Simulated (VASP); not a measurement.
# InSe: single point with PBE

The system is InSe.

```
CELL_PARAMETERS angstrom
2.00000 1.15470 8.44000
-2.00000 1.15470 8.44000
0.00000 -2.30940 8.44000
ATOMIC_POSITIONS crystal
In 0.88860 0.88860 0.88860
In 0.00000 0.00000 0.00000
Se 0.17190 0.17190 0.17190
Se 0.38350 0.38350 0.38350
```

```yaml
Program: VASP 6.6.1
Task: single point
Functional: PBE
Potentials_or_basis: VASP PAW PBE potentials, release 64 (In_d, Se)
Cutoff: 520 eV
k_mesh: 3 × 3 × 3
Occupations: fermi-dirac, width 0.03 eV
Spin: no spin polarisation
Dipole_correction: no
Further_INCAR_settings: ALGO = Normal; EDIFF = 1e-06; NBANDS = 27
```

The pressure is 3.6 GPa. The largest force is 0.349 eV/Å and the band gap on the k mesh is 1.48 eV, direct.

Forces in eV/Å, atoms in the order of the input:
```
In   0.000  0.000  0.349
In   0.000  0.000 -0.332
Se   0.000  0.000 -0.315
Se   0.000  0.000  0.298
```

Stress tensor (GPa, compression positive):
```
4.75 0.00 0.00
0.00 4.75 0.00
0.00 0.00 1.38
```

Levels at points of the mesh, in eV from the valence-band top:
```csv
k point,band 16,band 17,band 18,band 19,band 20,band 21,band 22,band 23
"(0.00, 0.00, 0.00)",-0.73,-0.73,-0.64,-0.64,2.23,2.64,4.92,4.92
```

Run time: 4.3 min on 1 thread of AMD EPYC 7R13, with other jobs on the host, peak memory 0.6 GiB.

Caveat: the k points lie up to 0.61 Å⁻¹ apart; spin-orbit coupling is left out, which moves the levels of the heavy elements. A k mesh can miss the band edges.
